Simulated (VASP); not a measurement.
# Zr (Pm-3n) in VASP: single point with LDA

Aim: the single point of Zr with LDA.

Everything below comes from runs of VASP 6.6.1. Logs are shortened: lines on timing, memory, paths and dates and some standing lists are left out, and cuts for length are marked.

## Step 1: The cell of the first run

Symmetry: Pm-3n, No. 223, cubic system. Conventional cell: a = 5.547 Å, b = 5.547 Å, c = 5.547 Å, α = 90.00°, β = 90.00°, γ = 90.00°. Zr (site symmetry m-3) has 12 Zr at 3.10 Å within 4.1 Å. Within 3.7 Å of Zr (site symmetry -4m2) lie 14 Zr at 2.77 to 3.40 Å.

## Step 2: Single point, LDA

File INCAR:

```
SYSTEM = Zr
  ALGO = Normal
  EDIFF = 1E-7
  ENCUT = 520
  GGA = CA
  ISIF = 2
  ISMEAR = -1
  LASPH = .True.
  LCHARG = .False.
  LREAL = .False.
  LWAVE = .False.
  NBANDS = 58
  NELM = 80
  PREC = Accurate
  SIGMA = 0.1
```

File KPOINTS:

```
k-points
0
Gamma
  6 6 6
  0 0 0
```

File POSCAR:

```
Zr
1.0
    5.5467737098      0.0000000000      0.0000000000
    0.0000000000      5.5467737098      0.0000000000
    0.0000000000      0.0000000000      5.5467737098
Zr
8
Direct
    0.0000000000      1.0000000000      0.0000000000
    0.5000000000      0.5000000000      0.5000000000
    0.2500000000      0.0000000000      0.5000000000
    0.7500000000      1.0000000000      0.5000000000
    0.5000000000      0.2500000000      1.0000000000
    0.5000000000      0.7500000000      0.0000000000
    1.0000000000      0.5000000000      0.2500000000
    1.0000000000      0.5000000000      0.7500000000
```

Potentials or basis: VASP PAW LDA potentials, release 64 (Zr_sv).

Started as:

```
$ cat potpaw_LDA.64/Zr_sv/POTCAR > POTCAR
$ mpirun -np 1 vasp_std > vasp.out
```

OUTCAR:

```text
SYSTEM = Zr
   EDIFF = 1E-7
   ENCUT = 520
   GGA = CA
   ISIF = 2
   ISMEAR = -1
   LASPH = .True.
   LREAL = .False.
   NELM = 80
   PREC = Accurate

 ion  position               nearest neighbor table
   1  0.000  0.000  0.000-   3 3.10   4 3.10   5 3.10   6 3.10   7 3.10   8 3.10   3 3.10   4 3.10
                             7 3.10   8 3.10   5 3.10   6 3.10
   2  0.500  0.500  0.500-   3 3.10   4 3.10   5 3.10   6 3.10   7 3.10   8 3.10   5 3.10   6 3.10
                             3 3.10   4 3.10   7 3.10   8 3.10
   3  0.250  0.000  0.500-   4 2.77   4 2.77   1 3.10   1 3.10   2 3.10   2 3.10   8 3.40   5 3.40
                             5 3.40   6 3.40   6 3.40   7 3.40   8 3.40   7 3.40
   4  0.750  0.000  0.500-   3 2.77   3 2.77   1 3.10   1 3.10   2 3.10   2 3.10   8 3.40   5 3.40
                             5 3.40   6 3.40   6 3.40   7 3.40   8 3.40   7 3.40
   5  0.500  0.250  0.000-   6 2.77   6 2.77   1 3.10   2 3.10   2 3.10   1 3.10   8 3.40   4 3.40
                             3 3.40   4 3.40   3 3.40   7 3.40   7 3.40   8 3.40
   6  0.500  0.750  0.000-   5 2.77   5 2.77   1 3.10   2 3.10   2 3.10   1 3.10   8 3.40   4 3.40
                             3 3.40   4 3.40   3 3.40   7 3.40   7 3.40   8 3.40
   7  0.000  0.500  0.250-   8 2.77   8 2.77   1 3.10   2 3.10   1 3.10   2 3.10   3 3.40   4 3.40
                             5 3.40   3 3.40   4 3.40   6 3.40   5 3.40   6 3.40
   8  0.000  0.500  0.750-   7 2.77   7 2.77   1 3.10   2 3.10   1 3.10   2 3.10   3 3.40   4 3.40
                             5 3.40   3 3.40   4 3.40   6 3.40   5 3.40   6 3.40

  LATTYP: Found a simple cubic cell.
 ALAT       =     5.5467737098

  Lattice vectors:

 A1 = (   5.5467737098,   0.0000000000,   0.0000000000)
 A2 = (   0.0000000000,   5.5467737098,   0.0000000000)
 A3 = (   0.0000000000,   0.0000000000,   5.5467737098)

Analysis of symmetry for initial positions (statically):
=====================================================================
 Subroutine PRICEL returns:
 Original cell was already a primitive cell.

 Routine SETGRP: Setting up the symmetry group for a
 simple cubic supercell.

 Subroutine GETGRP returns: Found 48 space group operations
 (whereof 24 operations were pure point group operations)
 out of a pool of 48 trial point group operations.

The static configuration has the point symmetry T_h .
 The point group associated with its full space group is O_h .

Analysis of symmetry for dynamics (positions and initial velocities):
=====================================================================
 Subroutine PRICEL returns:
 Original cell was already a primitive cell.

 Routine SETGRP: Setting up the symmetry group for a
 simple cubic supercell.

[... 121 lines left out ...]
   TEBEG  =    0.0;   TEEND  =   0.0 temperature during run
   PSTRESS=    0.0 pullay stress
   NELECT =      96.0000    total number of electrons
   NUPDOWN=      -1.0000    fix difference up-down
   EMIN   =  10.00;   EMAX   =-10.00  energy-range for DOS
   EFERMI =   0.00;   METHOD = LEGACY
   ISMEAR =    -1;   SIGMA  =   0.10  broadening in eV -4-tet -1-fermi 0-gaus
   EFERMI_NEDOS =   21; number of points for ismear=-14 and -15
   IALGO  =     38    algorithm
   IMIX   =      4    mixing-type and parameters
     AMIX     =   0.40;   BMIX     =  1.00
     AMIX_MAG =   1.60;   BMIX_MAG =  1.00
  volume/ion in A,a.u.               =      21.33       143.96
  Fermi-wavevector in a.u.,A,eV,Ry     =   1.351423  2.553820 24.848938  1.826345
  Thomas-Fermi vector in A             =   2.478846
   LORBIT       =      0    0 simple, 1 ext, 2 COOP (PROOUT), +10 PAW based schemes
   GGA     = CA    functional components
   LHFCALC =     F    Hartree Fock is set to
   AEXX    =    0.0000 exact exchange contribution
   IVDW    =     0    specifies the selected vdW correction
   LEPSILON=     F    determine dielectric tensor
   LRPA    =     F    only Hartree local field effects (RPA)
 non-spin polarized calculation
  energy-cutoff  :      520.00
  volume of cell :      170.66
 maximum number of plane-waves:      4636
 NGX is ok and might be reduce to    42
   NGX = 21   NGY = 21   NGZ = 21

 number of electron      96.0000002 magnetization

 Free energy of the ion-electron system (eV)
  ---------------------------------------------------
  ext. energy  EPLUGINS =         0.00000000
  ---------------------------------------------------
  free energy    TOTEN  =       -73.79932740 eV

  energy without entropy =      -73.38504539  energy(sigma->0) =      -73.59218640

 E-fermi :   9.4002     XC(G=0): -11.6795

 val. band max:        9.4000681155   @ k =   0.3333   0.3333   0.3333
 cond. band min:       9.4282892702   @ k =   0.5000   0.3333   0.1667
 fundamental gap:      0.0282211547
 Fermi energy:         9.4002268162

 k-point     1 :       0.0000    0.0000    0.0000
  band No.  band energies     occupation
      1     -38.5820      2.00000
      2     -38.4208      2.00000
      3     -38.4140      2.00000
      4     -38.4140      2.00000
      5     -38.3244      2.00000
      6     -38.1988      2.00000
[... 1209 lines left out ...]
     57      12.5156      0.00000
     58      12.5156      0.00000

------------------------ aborting loop because EDIFF is reached ----------------------------------------

  FORCE on cell =-STRESS in cart. coord.  units (eV):
  Direction    XX          YY          ZZ          XY          YZ          ZX
  --------------------------------------------------------------------------------------
  -------------------------------------------------------------------------------------
  Total        0.0536023      0.0536023      0.0536023     -0.0000000      0.0000000      0.0000000
  in kB        0.5032374      0.5032374      0.5032374     -0.0000000      0.0000000      0.0000000
  external PRESSURE =       0.5032374 kB  Pullay stress =       0.0000000 kB

 VOLUME and BASIS-vectors are now :
 -----------------------------------------------------------------------------
  energy-cutoff  :      520.00
  volume of cell :      170.66
      direct lattice vectors                 reciprocal lattice vectors
     5.546773710  0.000000000  0.000000000     0.180284982  0.000000000  0.000000000
     0.000000000  5.546773710  0.000000000     0.000000000  0.180284982  0.000000000
     0.000000000  0.000000000  5.546773710     0.000000000  0.000000000  0.180284982

 POSITION                                       TOTAL-FORCE (eV/Angst)
 -----------------------------------------------------------------------------------
      0.00000      0.00000      0.00000         0.000000     -0.000000      0.000000
      2.77339      2.77339      2.77339         0.000000     -0.000000      0.000000
      1.38669      0.00000      2.77339        -0.000000      0.000000     -0.000000
      4.16008      0.00000      2.77339         0.000000     -0.000000      0.000000
      2.77339      1.38669      0.00000         0.000000      0.000000     -0.000000
      2.77339      4.16008      0.00000        -0.000000     -0.000000      0.000000
      0.00000      2.77339      1.38669        -0.000000      0.000000      0.000000
      0.00000      2.77339      4.16008        -0.000000     -0.000000      0.000000
 -----------------------------------------------------------------------------------
    total drift:                                0.000000     -0.000000     -0.000000

  FREE ENERGIE OF THE ION-ELECTRON SYSTEM (eV)
  ---------------------------------------------------
  free  energy   TOTEN  =       -73.7993274002 eV

  energy  without entropy=      -73.3850453923  energy(sigma->0) =      -73.59218640
```

Run time: 3.3 min. Hardware: 1 thread of AMD EPYC 7R13 (Zen 3), shared host; peak memory 0.25 GiB.

Results:

```
Free energy            : -73.7993 eV
Pressure               : 0.1 GPa
Band gap on the k mesh : zero (band 48 reaches 9.50 eV, above the bottom of band 49 at 9.21 eV)
```
